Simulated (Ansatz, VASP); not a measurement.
Ga: VASP beside Ansatz

INCAR

```
PREC = Accurate
ENCUT = 520
EDIFF = 1E-6
ISMEAR = -1
SIGMA = 0.1
LREAL = False
LASPH = True
NELM = 80
ALGO = Normal
ISIF = 2
LWAVE = False
LCHARG = False
GGA = PS
NBANDS = 12
```

File KPOINTS:

```
regular mesh
0
Gamma
  17 17 17
```

Contents of POSCAR:

```
Ga
1.0
   -1.3993200000      1.3993200000      2.2290000000
    1.3993200000     -1.3993200000      2.2290000000
    1.3993200000      1.3993200000     -2.2290000000
Ga
1
Direct
    0.0000000000      0.0000000000      0.0000000000
```

Input for Ansatz:

```yaml
crystal:
  lattice:
    - [-1.39932, 1.39932, 2.229]
    - [1.39932, -1.39932, 2.229]
    - [1.39932, 1.39932, -2.229]
  atoms:
    - { symbol: Ga, position: [0.0, 0.0, 0.0] }
basis:
  ecutwfc: 476.19925930478996
kpoints:
  mp_grid:
    grid: [17, 17, 17]
hamiltonian:
  xc: pbesol
  pseudopotentials:
    kind: paw
scf:
  convergence:
    dr2_threshold: 1.0e-09
  occupations:
    method: fermi_dirac
    width: 0.1
output:
  stress: true
```

Alike in both runs: task single point; functional PBEsol; k mesh 17 × 17 × 17; occupations fermi-dirac, width 0.1 eV; no spin polarisation.

|  | VASP | Ansatz |
| --- | --- | --- |
| version | VASP 6.6.1 | Ansatz 0.2.0 |
| potentials or method | VASP PAW PBE potentials, release 64 (Ga_d), cutoff 520 eV | plane waves, PAW |
| valence electrons in the cell | 13 | 13 |

```csv
,VASP,Ansatz,Ansatz less VASP
pressure (GPa),1.0,0.9,-0.05
```

VASP's potentials were made for PBE, not for PBEsol. The functional is the same, so the differences come from potentials, cutoffs and numerics. Ansatz's warnings: stress scf threshold loose.
